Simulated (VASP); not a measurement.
# MnF2 (P4_2/mnm) in VASP: notebook

MnF2 is run at these levels: LDA; tasks: single point.

All numbers are computed with VASP 6.6.1; they aren't measurements. Logs are shortened: lines on timing, memory, paths and dates and some standing lists are left out, and cuts for length are marked.

### Step 1. The cell of the first run

Symmetry: P4_2/mnm, No. 136, tetragonal system. The conventional cell has a = 4.873 Å, b = 4.873 Å, c = 3.310 Å, α = 90.00°, β = 90.00°, γ = 90.00°. Mn (site symmetry mmm) has 6 F at 2.10 to 2.13 Å within 2.8 Å. Within 2.8 Å of F (site symmetry m2m) lie 3 Mn at 2.10 to 2.13 Å and 1 F at 2.69 Å.

### Step 2. Single point, LDA, collinear spin, antiferromagnetic start

The input, INCAR:

```
PREC = Accurate
ENCUT = 520
EDIFF = 1E-6
ISMEAR = 0
SIGMA = 0.05
LREAL = False
LASPH = True
NELM = 150
ALGO = Normal
ISIF = 2
LWAVE = False
LCHARG = False
ISPIN = 2
MAGMOM = 5 -5 0 0 0 0
LORBIT = 11
LMAXMIX = 4
GGA = CA
NBANDS = 40
```

The input, KPOINTS:

```
Automatic mesh
0
Gamma
  4 4 6
```

The input, POSCAR:

```
MnF2
1.0
    4.8733996600      0.0000000000      0.0000000000
    0.0000000000      4.8733996600      0.0000000000
    0.0000000000      0.0000000000      3.3098997700
Mn F
2 4
Direct
    0.0000000000      0.0000000000      0.0000000000
    0.5000000000      0.5000000000      0.5000000000
    0.3050000000      0.3050000000      0.0000000000
    0.1950000000      0.8050000000      0.5000000000
    0.6950000000      0.6950000000      0.0000000000
    0.8050000000      0.1950000000      0.5000000000
```

Potentials or basis: VASP PAW LDA potentials, release 64 (Mn_pv, F).

Launch:

```
$ cat potpaw_LDA.64/Mn_pv/POTCAR potpaw_LDA.64/F/POTCAR > POTCAR
$ mpirun -np 1 vasp_std > vasp.out
```

OUTCAR:

```text
PREC = Accurate
   ENCUT = 520
   EDIFF = 1E-6
   ISMEAR = 0
   LREAL = False
   LASPH = True
   NELM = 150
   ISIF = 2
   ISPIN = 2
   LORBIT = 11
   GGA = CA

 ion  position               nearest neighbor table
   1  0.000  0.000  0.000-   3 2.10   5 2.10   4 2.13   6 2.13   4 2.13   6 2.13
   2  0.500  0.500  0.500-   4 2.10   6 2.10   5 2.13   3 2.13   3 2.13   5 2.13
   3  0.305  0.305  0.000-   1 2.10   2 2.13   2 2.13
   4  0.195  0.805  0.500-   2 2.10   1 2.13   1 2.13
   5  0.695  0.695  0.000-   1 2.10   2 2.13   2 2.13
   6  0.805  0.195  0.500-   2 2.10   1 2.13   1 2.13

  LATTYP: Found a simple tetragonal cell.
 ALAT       =     4.8733996600
 C/A-ratio  =     0.6791767556

  Lattice vectors:

 A1 = (   4.8733996600,   0.0000000000,   0.0000000000)
 A2 = (   0.0000000000,   4.8733996600,   0.0000000000)
 A3 = (   0.0000000000,   0.0000000000,   3.3098997700)

Analysis of symmetry for initial positions (statically):
=====================================================================
 Subroutine PRICEL returns:
 Original cell was already a primitive cell.

 Routine SETGRP: Setting up the symmetry group for a
 simple tetragonal supercell.

 Subroutine GETGRP returns: Found 16 space group operations
 (whereof  8 operations were pure point group operations)
 out of a pool of 16 trial point group operations.

The static configuration has the point symmetry D_2h.
 The point group associated with its full space group is D_4h.

Analysis of symmetry for dynamics (positions and initial velocities):
=====================================================================
 Subroutine PRICEL returns:
 Original cell was already a primitive cell.

 Routine SETGRP: Setting up the symmetry group for a
 simple tetragonal supercell.

 Subroutine GETGRP returns: Found 16 space group operations
 (whereof  8 operations were pure point group operations)
 out of a pool of 16 trial point group operations.

The dynamic configuration has the point symmetry D_2h.
 The point group associated with its full space group is D_4h.

Analysis of structural, dynamic, and magnetic symmetry:
=====================================================================
 Subroutine PRICEL returns:
 Original cell was already a primitive cell.

 Routine SETGRP: Setting up the symmetry group for a
 simple tetragonal supercell.

 Subroutine GETGRP returns: Found 16 space group operations
 (whereof  8 operations were pure point group operations)
 out of a pool of 16 trial point group operations.

The overall configuration has the point symmetry D_2h.
 The point group associated with its full space group is D_4h.

 Subroutine INISYM returns: Found 16 space group operations
 (whereof  8 operations are pure point group operations),
 and found     1 'primitive' translations

----------------------------------------------------------------------------------------

                                     Primitive cell

  volume of cell :      78.6102

  direct lattice vectors                    reciprocal lattice vectors
     4.873399660  0.000000000  0.000000000     0.205195566  0.000000000  0.000000000
     0.000000000  4.873399660  0.000000000     0.000000000  0.205195566  0.000000000
     0.000000000  0.000000000  3.309899770     0.000000000  0.000000000  0.302123952

  length of vectors
     4.873399660  4.873399660  3.309899770     0.205195566  0.205195566  0.302123952

  position of ions in fractional coordinates (direct lattice)
     0.000000000  0.000000000  0.000000000
     0.500000000  0.500000000  0.500000000
     0.305000000  0.305000000  0.000000000
     0.195000000  0.805000000  0.500000000
     0.695000000  0.695000000  0.000000000
     0.805000000  0.195000000  0.500000000

  ion indices of the primitive-cell ions
   primitive index   ion index
                 1           1
                 2           2
                 3           3
                 4           4
                 5           5
                 6           6

[... 33 lines left out ...]
  0.500000  0.500000  0.000000      1.000000
[... 16 lines left out ...]
  0.500000  0.250000  0.500000      4.000000
  0.500000  0.500000  0.500000      1.000000
   k-points           NKPTS =     24   k-points in BZ     NKDIM =     24   number of bands    NBANDS=     40
   number of dos      NEDOS =    301   number of ions     NIONS =      6
   total plane-waves  NPLWV =  36288
   dimension x,y,z NGX =    36 NGY =   36 NGZ =   28
   dimension x,y,z NGXF=    72 NGYF=   72 NGZF=   56
   ions per type =               2   4
   NGX,Y,Z   is equivalent  to a cutoff of  12.28, 12.28, 14.06 a.u.
   NGXF,Y,Z  is equivalent  to a cutoff of  24.56, 24.56, 28.13 a.u.
 SYSTEM =  unknown system
   PREC   = accura    normal or accurate (medium, high low for compatibility)
   ISTART =      0    job   : 0-new  1-cont  2-samecut
   ICHARG =      2    charge: 1-file 2-atom 10-const
   ISPIN  =      2    spin polarized calculation?
   LNONCOLLINEAR =      F non collinear calculations
   LSORBIT =      F    spin-orbit coupling
   LASPH  =      T    aspherical Exc in radial PAW
   ENCUT  =  520.0 eV  38.22 Ry    6.18 a.u.   9.06  9.06  6.15*2*pi/ulx,y,z
   NELM   =    150;   NELMIN=  2; NELMDL= -5     # of ELM steps
   EDIFF  = 0.1E-05   stopping-criterion for ELM
   LREAL  =      F    real-space projection
   EDIFFG = 0.1E-04   stopping-criterion for IOM
   NSW    =      0    number of steps for IOM
   IBRION =     -1    ionic relax: 0-MD 1-quasi-New 2-CG
   NFREE  =      0    steps in history (QN), initial steepest desc. (CG)
   ISIF   =      2    stress and relaxation
   ISYM   =      2    0-nonsym 1-usesym 2-fastsym
   POTIM  = 0.5000    time-step for ionic-motion
   TEBEG  =    0.0;   TEEND  =   0.0 temperature during run
   PSTRESS=    0.0 pullay stress
   NELECT =      54.0000    total number of electrons
   NUPDOWN=      -1.0000    fix difference up-down
   EMIN   =  10.00;   EMAX   =-10.00  energy-range for DOS
   EFERMI =   0.00;   METHOD = LEGACY
   ISMEAR =     0;   SIGMA  =   0.05  broadening in eV -4-tet -1-fermi 0-gaus
   EFERMI_NEDOS =   21; number of points for ismear=-14 and -15
   IALGO  =     38    algorithm
   IMIX   =      4    mixing-type and parameters
     AMIX     =   0.40;   BMIX     =  1.00
     AMIX_MAG =   1.60;   BMIX_MAG =  1.00
  volume/ion in A,a.u.               =      13.10        88.41
  Fermi-wavevector in a.u.,A,eV,Ry     =   1.444485  2.729681 28.389069  2.086538
  Thomas-Fermi vector in A             =   2.562775
   LORBIT       =     11    0 simple, 1 ext, 2 COOP (PROOUT), +10 PAW based schemes
   GGA     = CA    functional components
   LHFCALC =     F    Hartree Fock is set to
   AEXX    =    0.0000 exact exchange contribution
   IVDW    =     0    specifies the selected vdW correction
   LEPSILON=     F    determine dielectric tensor
   LRPA    =     F    only Hartree local field effects (RPA)
 spin polarized calculation
 Gauss-broadening in eV      SIGMA  =   0.05
  energy-cutoff  :      520.00
  volume of cell :       78.61
 maximum number of plane-waves:      2144
   NGX = 19   NGY = 19   NGZ = 13

 number of electron      54.0000032 magnetization      -0.0000000

 number of electron      54.0000032 magnetization       0.0000000

 Free energy of the ion-electron system (eV)
  ---------------------------------------------------
  ext. energy  EPLUGINS =         0.00000000
  ---------------------------------------------------
  free energy    TOTEN  =       -41.80517619 eV

  energy without entropy =      -41.80517619  energy(sigma->0) =      -41.80517619

 E-fermi :   2.8483     XC(G=0): -10.4865

 val. band max:        2.5271966675   @ k =   0.5000   0.0000   0.0000
 cond. band min:       4.2700225988   @ k =   0.0000   0.0000   0.0000
 fundamental gap:      1.7428259312
 Fermi energy:         2.8483338323

 spin component 1

 k-point     1 :       0.0000    0.0000    0.0000
  band No.  band energies     occupation
      1     -46.5428      1.00000
      2     -46.4796      1.00000
      3     -46.4655      1.00000
      4     -42.0675      1.00000
      5     -42.0126      1.00000
      6     -41.9996      1.00000
[... 997 lines left out ...]
     38      11.8155      0.00000
     39      11.9908      0.00000
 Fermi energy:         2.8483338323

 spin component 2

 k-point     1 :       0.0000    0.0000    0.0000
  band No.  band energies     occupation
      1     -46.5428      1.00000
      2     -46.4796      1.00000
      3     -46.4655      1.00000
      4     -42.0675      1.00000
      5     -42.0126      1.00000
      6     -41.9996      1.00000
[... 997 lines left out ...]
     38      11.8155      0.00000
     39      11.9908      0.00000
 [bands above 39 left out]

------------------------ aborting loop because EDIFF is reached ----------------------------------------

  FORCE on cell =-STRESS in cart. coord.  units (eV):
  Direction    XX          YY          ZZ          XY          YZ          ZX
  --------------------------------------------------------------------------------------
  -------------------------------------------------------------------------------------
  Total       -3.1712982     -3.1712982     -3.9106271      0.0000000      0.0000000      0.0000000
  in kB      -64.6351502    -64.6351502    -79.7036274      0.0000000      0.0000000      0.0000000
  external PRESSURE =     -69.6579759 kB  Pullay stress =       0.0000000 kB

 VOLUME and BASIS-vectors are now :
 -----------------------------------------------------------------------------
  energy-cutoff  :      520.00
  volume of cell :       78.61
      direct lattice vectors                 reciprocal lattice vectors
     4.873399660  0.000000000  0.000000000     0.205195566  0.000000000  0.000000000
     0.000000000  4.873399660  0.000000000     0.000000000  0.205195566  0.000000000
     0.000000000  0.000000000  3.309899770     0.000000000  0.000000000  0.302123952

 POSITION                                       TOTAL-FORCE (eV/Angst)
 -----------------------------------------------------------------------------------
      0.00000      0.00000      0.00000        -0.000000      0.000000      0.000000
      2.43670      2.43670      1.65495        -0.000000      0.000000      0.000000
      1.48639      1.48639      0.00000        -0.020686     -0.020686      0.000000
      0.95031      3.92309      1.65495         0.020686     -0.020686      0.000000
      3.38701      3.38701      0.00000         0.020686      0.020686      0.000000
      3.92309      0.95031      1.65495        -0.020686      0.020686      0.000000
 -----------------------------------------------------------------------------------
    total drift:                                0.000000      0.000000      0.000000

  FREE ENERGIE OF THE ION-ELECTRON SYSTEM (eV)
  ---------------------------------------------------
  free  energy   TOTEN  =       -41.8051761911 eV

  energy  without entropy=      -41.8051761911  energy(sigma->0) =      -41.80517619

 total charge

# of ion       s       p       d       tot
------------------------------------------
    1        0.169   6.149   4.965  11.282
    2        0.169   6.149   4.965  11.282
    3        1.726   4.332   0.000   6.058
    4        1.726   4.332   0.000   6.058
    5        1.726   4.332   0.000   6.058
    6        1.726   4.332   0.000   6.058
--------------------------------------------------
tot          7.242  29.625   9.929  46.797

 magnetization (x)

# of ion       s       p       d       tot
------------------------------------------
    1        0.013   0.012   4.455   4.480
    2       -0.013  -0.012  -4.455  -4.480
    3       -0.002  -0.027   0.000  -0.030
    4        0.002   0.027   0.000   0.030
    5       -0.002  -0.027   0.000  -0.030
    6        0.002   0.027   0.000   0.030
--------------------------------------------------
tot         -0.000   0.000   0.000  -0.000
```

Wall time 1.9 min (1 thread of Intel Xeon Platinum 8259CL at 2.50GHz (Skylake/Cascade Lake), shared host); peak memory 0.23 GiB.

What came out:

| Quantity | Value |
| --- | --- |
| Free energy | -41.8052 eV |
| Pressure | -7.0 GPa |
| Largest force | 0.029 eV/Å |
| Band gap on the k mesh | 1.74 eV (least direct gap 1.82 eV) |
| Net moment | 0.00 μB per cell |
| Site moments | Mn +4.48, -4.48; F -0.03, +0.03 (each value once) μB |
| Valence electrons inside the program's atomic spheres | Mn 11.28; F 6.06 |

Forces in eV/Å, atoms in the order of the input:
```
Mn   0.000  0.000  0.000
Mn   0.000  0.000  0.000
F   -0.021 -0.021  0.000
F    0.021 -0.021  0.000
F    0.021  0.021  0.000
F   -0.021  0.021  0.000
```

Caveat: the cell stands under tension. A k mesh can miss the band edges.

(Part 1 of 2 ends here.)
